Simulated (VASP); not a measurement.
# AlN (Fm-3m) in VASP: notebook

The runs below take AlN through single point, relaxation of cell and atoms, with LDA.

All numbers are computed with VASP 6.6.1; they aren't measurements. Logs are shortened: lines on timing, memory, paths and dates and some standing lists are left out, and cuts for length are marked.

### 1 The cell of the first run

It takes space group Fm-3m (No. 225, cubic). The conventional cell has a = 4.008 Å, b = 4.008 Å, c = 4.008 Å, α = 90.00°, β = 90.00°, γ = 90.00°. Within 2.7 Å of Al (site symmetry m-3m) lie 6 N at 2.00 Å. Within 2.7 Å of N (site symmetry m-3m) lie 6 Al at 2.00 Å.

### 2 Single point, LDA

Contents of INCAR:

```
PREC = Accurate ; ENCUT = 600
EDIFF = 1E-6 ; ISMEAR = 0
SIGMA = 0.1 ; LREAL = F
LASPH = T ; NELM = 120
ALGO = Normal ; ISIF = 2
LWAVE = F ; LCHARG = T
LELF = T ; LVHAR = T
NBANDS = 11 ; GGA_COMPAT = F
```

Contents of KPOINTS:

```
regular mesh
0
Gamma
  8 8 8
```

Contents of POSCAR:

```
AlN
1.0
    0.0000000000      2.0040905347      2.0040905347
    2.0040905347      0.0000000000      2.0040905347
    2.0040905347      2.0040905347      0.0000000000
Al N
1 1
Direct
    0.5000000000      0.5000000000      0.5000000000
    0.0000000000      0.0000000000      0.0000000000
```

Potentials or basis: VASP PAW LDA potentials, release 64 (Al, N).

Started as:

```sh
> cat potpaw_LDA.64/Al/POTCAR potpaw_LDA.64/N/POTCAR > POTCAR
> mpirun -np 1 vasp_std > vasp.out
```

OUTCAR:

```text
PREC = Accurate
   ENCUT = 600
   EDIFF = 1E-6
   ISMEAR = 0
   LREAL = F
   LASPH = T
   NELM = 120
   ISIF = 2

 ion  position               nearest neighbor table
   1  0.500  0.500  0.500-   2 2.00   2 2.00   2 2.00   2 2.00   2 2.00   2 2.00
   2  0.000  0.000  0.000-   1 2.00   1 2.00   1 2.00   1 2.00   1 2.00   1 2.00

  LATTYP: Found a face centered cubic cell.
 ALAT       =     4.0081810694

  Lattice vectors:

 A1 = (   0.0000000000,   2.0040905347,   2.0040905347)
 A2 = (   2.0040905347,   0.0000000000,   2.0040905347)
 A3 = (   2.0040905347,   2.0040905347,   0.0000000000)

Analysis of symmetry for initial positions (statically):
=====================================================================
 Subroutine PRICEL returns:
 Original cell was already a primitive cell.

 Routine SETGRP: Setting up the symmetry group for a
 face centered cubic supercell.

 Subroutine GETGRP returns: Found 48 space group operations
 (whereof 48 operations were pure point group operations)
 out of a pool of 48 trial point group operations.

The static configuration has the point symmetry O_h .

Analysis of symmetry for dynamics (positions and initial velocities):
=====================================================================
 Subroutine PRICEL returns:
 Original cell was already a primitive cell.

 Routine SETGRP: Setting up the symmetry group for a
 face centered cubic supercell.

 Subroutine GETGRP returns: Found 48 space group operations
 (whereof 48 operations were pure point group operations)
 out of a pool of 48 trial point group operations.

The dynamic configuration has the point symmetry O_h .

 Subroutine INISYM returns: Found 48 space group operations
 (whereof 48 operations are pure point group operations),
 and found     1 'primitive' translations

----------------------------------------------------------------------------------------

                                     Primitive cell

  volume of cell :      16.0984

  direct lattice vectors                    reciprocal lattice vectors
     0.000000000  2.004090535  2.004090535    -0.249489727  0.249489727  0.249489727
     2.004090535  0.000000000  2.004090535     0.249489727 -0.249489727  0.249489727
     2.004090535  2.004090535  0.000000000     0.249489727  0.249489727 -0.249489727

  length of vectors
     2.834212014  2.834212014  2.834212014     0.432128883  0.432128883  0.432128883

  position of ions in fractional coordinates (direct lattice)
     0.500000000  0.500000000  0.500000000
     0.000000000  0.000000000  0.000000000

  ion indices of the primitive-cell ions
   primitive index   ion index
                 1           1
                 2           2

----------------------------------------------------------------------------------------

 KPOINTS: regular mesh

Automatic generation of k-mesh.
 Grid dimensions read from file:
 generate k-points for:    8    8    8

 Generating k-lattice:

  Cartesian coordinates                     Fractional coordinates (reciprocal lattice)
    -0.031186216  0.031186216  0.031186216     0.125000000  0.000000000  0.000000000
     0.031186216 -0.031186216  0.031186216     0.000000000  0.125000000  0.000000000
     0.031186216  0.031186216 -0.031186216     0.000000000  0.000000000  0.125000000

  Length of vectors
     0.054016110  0.054016110  0.054016110

  Shift w.r.t. Gamma in fractional coordinates (k-lattice)
     0.000000000  0.000000000  0.000000000

 Subroutine IBZKPT returns following result:
 ===========================================

 Found     29 irreducible k-points:

 Following reciprocal coordinates:
            Coordinates               Weight
  0.000000  0.000000  0.000000      1.000000
  0.125000  0.000000  0.000000      8.000000
  0.250000  0.000000  0.000000      8.000000
  0.375000  0.000000  0.000000      8.000000
  0.500000  0.000000  0.000000      4.000000
  0.125000  0.125000  0.000000      6.000000
[... 16 lines left out ...]
  0.500000  0.250000  0.125000     48.000000
 -0.375000  0.250000  0.125000     24.000000
 [... further k-points ...]
   k-points           NKPTS =     29   k-points in BZ     NKDIM =     29   number of bands    NBANDS=     11
   number of dos      NEDOS =    301   number of ions     NIONS =      2
   total plane-waves  NPLWV =  13824
   dimension x,y,z NGX =    24 NGY =   24 NGZ =   24
   dimension x,y,z NGXF=    48 NGYF=   48 NGZF=   48
   ions per type =               1   1
   NGX,Y,Z   is equivalent  to a cutoff of  14.08, 14.08, 14.08 a.u.
   NGXF,Y,Z  is equivalent  to a cutoff of  28.16, 28.16, 28.16 a.u.
 SYSTEM =  unknown system
   PREC   = accura    normal or accurate (medium, high low for compatibility)
   ISTART =      0    job   : 0-new  1-cont  2-samecut
   ICHARG =      2    charge: 1-file 2-atom 10-const
   ISPIN  =      1    spin polarized calculation?
   LNONCOLLINEAR =      F non collinear calculations
   LSORBIT =      F    spin-orbit coupling
   LASPH  =      T    aspherical Exc in radial PAW
   ENCUT  =  600.0 eV  44.10 Ry    6.64 a.u.   5.66  5.66  5.66*2*pi/ulx,y,z
   NELM   =    120;   NELMIN=  2; NELMDL= -5     # of ELM steps
   EDIFF  = 0.1E-05   stopping-criterion for ELM
   LREAL  =      F    real-space projection
   EDIFFG = 0.1E-04   stopping-criterion for IOM
   NSW    =      0    number of steps for IOM
   IBRION =     -1    ionic relax: 0-MD 1-quasi-New 2-CG
   NFREE  =      0    steps in history (QN), initial steepest desc. (CG)
   ISIF   =      2    stress and relaxation
   ISYM   =      2    0-nonsym 1-usesym 2-fastsym
   POTIM  = 0.5000    time-step for ionic-motion
   TEBEG  =    0.0;   TEEND  =   0.0 temperature during run
   PSTRESS=    0.0 pullay stress
   NELECT =       8.0000    total number of electrons
   NUPDOWN=      -1.0000    fix difference up-down
   EMIN   =  10.00;   EMAX   =-10.00  energy-range for DOS
   EFERMI =   0.00;   METHOD = LEGACY
   ISMEAR =     0;   SIGMA  =   0.10  broadening in eV -4-tet -1-fermi 0-gaus
   EFERMI_NEDOS =   21; number of points for ismear=-14 and -15
   IALGO  =     38    algorithm
   IMIX   =      4    mixing-type and parameters
     AMIX     =   0.40;   BMIX     =  1.00
     AMIX_MAG =   1.60;   BMIX_MAG =  1.00
  volume/ion in A,a.u.               =       8.05        54.32
  Fermi-wavevector in a.u.,A,eV,Ry     =   1.296714  2.450434 22.877746  1.681467
  Thomas-Fermi vector in A             =   2.428153
   LORBIT       =      0    0 simple, 1 ext, 2 COOP (PROOUT), +10 PAW based schemes
   GGA     = CA    functional components
   LHFCALC =     F    Hartree Fock is set to
   AEXX    =    0.0000 exact exchange contribution
   IVDW    =     0    specifies the selected vdW correction
   LEPSILON=     F    determine dielectric tensor
   LRPA    =     F    only Hartree local field effects (RPA)
 non-spin polarized calculation
 Gauss-broadening in eV      SIGMA  =   0.10
  energy-cutoff  :      600.00
  volume of cell :       16.10
 maximum number of plane-waves:       546
   NGX = 11   NGY = 11   NGZ = 11

 number of electron       8.0000000 magnetization

 Free energy of the ion-electron system (eV)
  ---------------------------------------------------
  ext. energy  EPLUGINS =         0.00000000
  ---------------------------------------------------
  free energy    TOTEN  =       -16.23072060 eV

  energy without entropy =      -16.23072060  energy(sigma->0) =      -16.23072060

 E-fermi :  10.6021     XC(G=0): -12.6967

 val. band max:       10.0551900992   @ k =   0.0000   0.0000   0.0000
 cond. band min:      14.7689537891   @ k =   0.5000   0.5000   0.0000
 fundamental gap:      4.7137636899
 Fermi energy:        10.6020729360

 k-point     1 :       0.0000    0.0000    0.0000
  band No.  band energies     occupation
      1      -7.5944      2.00000
      2      10.0552      2.00000
      3      10.0552      2.00000
      4      10.0552      2.00000
      5      16.2100      0.00000
      6      22.1582      0.00000
      7      22.1582      0.00000
      8      22.1582      0.00000
      9      27.4538      0.00000
     10      27.8780      0.00000
     11      27.8780      0.00000

 k-point     2 :       0.1250    0.0000    0.0000
  band No.  band energies     occupation
      1      -7.2635      2.00000
      2       8.5668      2.00000
      3       9.8598      2.00000
      4       9.8598      2.00000
      5      17.0045      0.00000
      6      21.0286      0.00000
      7      22.5968      0.00000
      8      22.5968      0.00000
      9      25.9692      0.00000
     10      25.9692      0.00000
     11      28.3356      0.00000

 k-point     3 :       0.2500    0.0000    0.0000
  band No.  band energies     occupation
      1      -6.3181      2.00000
      2       5.6742      2.00000
      3       9.4366      2.00000
      4       9.4366      2.00000
      5      17.1699      0.00000
      6      21.3168      0.00000
      7      22.3833      0.00000
      8      22.3833      0.00000
      9      26.2687      0.00000
     10      26.2687      0.00000
     11      27.3298      0.00000

 k-point     4 :       0.3750    0.0000    0.0000
  band No.  band energies     occupation
      1      -4.9829      2.00000
      2       2.8913      2.00000
      3       9.0659      2.00000
      4       9.0659      2.00000
      5      16.5840      0.00000
      6      21.4416      0.00000
      7      21.4416      0.00000
      8      22.8713      0.00000
      9      26.4629      0.00000
     10      28.8845      0.00000
     11      28.8845      0.00000
[... 239 lines left out ...]
 k-point    22 :       0.3750    0.2500    0.1250
  band No.  band energies     occupation
      1      -5.5343      2.00000
      2       5.3096      2.00000
      3       7.4059      2.00000
      4       8.8281      2.00000
      5      18.8248      0.00000
      6      18.9555      0.00000
      7      20.4061      0.00000
      8      24.0133      0.00000
      9      25.2868      0.00000
     10      29.7152      0.00000
     11      31.6643      0.00000

 k-point    23 :       0.5000    0.2500    0.1250
  band No.  band energies     occupation
      1      -4.3287      2.00000
      2       3.4798      2.00000
      3       6.4719      2.00000
      4       8.2745      2.00000
      5      18.4890      0.00000
      6      19.2812      0.00000
      7      21.0009      0.00000
      8      23.4143      0.00000
      9      27.0928      0.00000
     10      30.2746      0.00000
     11      32.1079      0.00000

 k-point    24 :      -0.3750    0.2500    0.1250
  band No.  band energies     occupation
      1      -3.6193      2.00000
      2       2.4371      2.00000
      3       6.2526      2.00000
      4       8.0002      2.00000
      5      18.6070      0.00000
      6      18.6628      0.00000
      7      22.4939      0.00000
      8      22.9099      0.00000
      9      28.3145      0.00000
     10      29.1996      0.00000
     11      32.5935      0.00000

 [... further k-points ...]

------------------------ aborting loop because EDIFF is reached ----------------------------------------

  FORCE on cell =-STRESS in cart. coord.  units (eV):
  Direction    XX          YY          ZZ          XY          YZ          ZX
  --------------------------------------------------------------------------------------
  -------------------------------------------------------------------------------------
  Total        0.1108230      0.1108230      0.1108230     -0.0000000      0.0000000      0.0000000
  in kB       11.0295677     11.0295677     11.0295677     -0.0000000      0.0000000      0.0000000
  external PRESSURE =      11.0295677 kB  Pullay stress =       0.0000000 kB

 VOLUME and BASIS-vectors are now :
 -----------------------------------------------------------------------------
  energy-cutoff  :      600.00
  volume of cell :       16.10
      direct lattice vectors                 reciprocal lattice vectors
     0.000000000  2.004090535  2.004090535    -0.249489727  0.249489727  0.249489727
     2.004090535  0.000000000  2.004090535     0.249489727 -0.249489727  0.249489727
     2.004090535  2.004090535  0.000000000     0.249489727  0.249489727 -0.249489727

 POSITION                                       TOTAL-FORCE (eV/Angst)
 -----------------------------------------------------------------------------------
      2.00409      2.00409      2.00409        -0.000000      0.000000     -0.000000
      0.00000      0.00000      0.00000         0.000000      0.000000      0.000000
 -----------------------------------------------------------------------------------
    total drift:                                0.000000     -0.000000     -0.000000

  FREE ENERGIE OF THE ION-ELECTRON SYSTEM (eV)
  ---------------------------------------------------
  free  energy   TOTEN  =       -16.2307206013 eV

  energy  without entropy=      -16.2307206013  energy(sigma->0) =      -16.23072060
```

Wall time 10 s (1 thread of Intel Xeon 8259CL, shared host); peak memory 0.12 GiB.

Results:

```yaml
Free_energy: -16.2307 eV
Pressure: 1.1 GPa
Band_gap_on_the_k_mesh: 4.71 eV (least direct gap 6.15 eV)
```

A k mesh can miss the band edges.

### 3 Single point, LDA

Contents of INCAR:

```
SYSTEM = AlN
  PREC = Accurate
  ENCUT = 600
  EDIFF = 1E-6
  ISMEAR = 0
  SIGMA = 0.02
  LREAL = .FALSE.
  LASPH = .TRUE.
  NELM = 120
  ALGO = Normal
  ISIF = 2
  LWAVE = .FALSE.
  LCHARG = .FALSE.
  GGA = CA
  NBANDS = 11
  GGA_COMPAT = .FALSE.
```

Contents of KPOINTS:

```
regular mesh
0
G
  10 10 10
  0 0 0
```

Contents of POSCAR:

```
AlN
1.0
    0.0000000000      2.0051368252      2.0051368252
    2.0051368252      0.0000000000      2.0051368252
    2.0051368252      2.0051368252      0.0000000000
Al N
1 1
Direct
    0.5000000000      0.5000000000      0.5000000000
    0.0000000000      0.0000000000      0.0000000000
```

Potentials or basis: VASP PAW LDA potentials, release 64 (Al, N).

Started as:

```sh
> cat potpaw_LDA.64/Al/POTCAR potpaw_LDA.64/N/POTCAR > POTCAR
> mpirun -np 1 vasp_std > vasp.out
```

It took 13 s on 1 thread of Intel Xeon 8259CL, shared host; peak memory 0.12 GiB.

It converged, with:

```yaml
Free_energy: -16.2313 eV
Pressure: 0.7 GPa
Band_gap_on_the_k_mesh: 4.70 eV (least direct gap 6.13 eV)
```

Levels at points of the mesh, in eV from the valence-band top:
```csv
k point,band 1,band 2,band 3,band 4,band 5,band 6,band 7,band 8,band 9
"(0.00, 0.00, 0.00)",-17.63,0.00,0.00,0.00,6.13,12.10,12.10,12.10,17.39
"(0.50, 0.00, 0.00)",-14.20,-8.51,-1.13,-1.13,6.28,11.00,11.00,13.49,16.14
"(0.50, 0.50, 0.00)",-13.15,-7.58,-2.88,-2.88,4.70,5.15,14.19,17.37,17.37
```

### 4 Relaxation of cell and atoms, LDA

Contents of INCAR:

```
SYSTEM = AlN
PREC     = Accurate       ! precision mode
ENCUT    = 600            ! plane-wave cutoff, eV
EDIFF    = 1E-7           ! SCF threshold, eV
ISMEAR   = 0              ! smearing method
SIGMA    = 0.02           ! smearing width, eV
LREAL    = .FALSE.        ! projectors in reciprocal space
LASPH    = .TRUE.         ! aspherical terms in the spheres
NELM     = 120            ! most SCF steps
ALGO     = Normal         ! electronic algorithm
ISIF     = 3              ! what is computed and relaxed
LWAVE    = .FALSE.        ! write WAVECAR
LCHARG   = .FALSE.        ! write CHGCAR
IBRION   = 2              ! ionic algorithm
NSW      = 100            ! ionic steps
EDIFFG   = -0.002         ! ionic threshold
GGA_COMPAT= .FALSE.      
NELMIN   = 4
```

Contents of KPOINTS:

```
Automatic mesh
0
G
  10 10 10
  0 0 0
```

Contents of POSCAR:

```
AlN
1.0
    0.0000000000      2.0040905347      2.0040905347
    2.0040905347      0.0000000000      2.0040905347
    2.0040905347      2.0040905347      0.0000000000
Al N
1 1
Direct
    0.5000000000      0.5000000000      0.5000000000
    0.0000000000      0.0000000000      0.0000000000
```

Started as:

```sh
> cat potpaw_LDA.64/Al/POTCAR potpaw_LDA.64/N/POTCAR > POTCAR
> mpirun -np 1 vasp_std > vasp.out
```

Run time: 23 s. Hardware: 1 thread of Intel Xeon 8259CL, shared host; peak memory 0.12 GiB.

Results (log left out):

| Item | Value |
| --- | --- |
| Free energy | -16.2313 eV |
| Relaxed volume | 8.08 Å³/atom |
| Relaxed cell | a = 2.838 Å, b = 2.838 Å, c = 2.838 Å, α = 60.00°, β = 60.00°, γ = 60.00° |
| Space group after relaxing (to 0.1 Å) | Fm-3m (No. 225) |
| Energy gained by relaxing | 0.1 meV/atom |
| Ionic steps | 3 |
| Pressure after relaxing | 0.0 GPa |
| Band gap on the k mesh | 4.68 eV (least direct gap 6.10 eV) |

The path:
```
step  energy change (eV)  largest force (eV/Å)  pressure (GPa)  volume (Å³)
   1              0.0000                0.0000            1.11        16.10
   2              0.0000                0.0000           -1.12        16.23
   3             -0.0002                0.0000            0.00        16.16
```

Final structure:
```xyz
2
Lattice="0.0000 2.0068 2.0068 2.0068 0.0000 2.0068 2.0068 2.0068 0.0000" Properties=species:S:1:pos:R:3 pbc="T T T"
Al    2.0068    2.0068    2.0068
N     0.0000    0.0000    0.0000
```

Levels at points of the mesh, in eV from the valence-band top:
```
           k point  band 1  band 2  band 3  band 4  band 5  band 6  band 7  band 8
(0.00, 0.00, 0.00)  -17.61    0.00    0.00    0.00    6.10   12.09   12.09   12.09
(0.50, 0.00, 0.00)  -14.18   -8.49   -1.12   -1.12    6.27   10.98   10.98   13.45
(0.50, 0.50, 0.00)  -13.14   -7.56   -2.87   -2.87    4.68    5.16   14.16   17.34
```

A k mesh can miss the band edges.

### 5 Overview

```tsv
task	cell	k mesh	smearing	gap on the mesh (eV)	pressure (GPa)
single point	a = 2.834 Å, angles 60.0°, 2 atoms	8 × 8 × 8	gaussian 0.1 eV	4.71	1.1
single point	a = 2.836 Å, angles 60.0°, 2 atoms	10 × 10 × 10	gaussian 0.02 eV	4.70	0.7
relaxation of cell and atoms	relaxed from a = 2.834 Å, angles 60.0°, 2 atoms	10 × 10 × 10	gaussian 0.02 eV	4.68	0.0
```

Alike in all rows: level LDA; potentials or basis VASP PAW LDA potentials, release 64 (Al, N); no spin polarisation; cutoff (eV) 600.

Absolute energies hang on the potentials; compare differences alone.
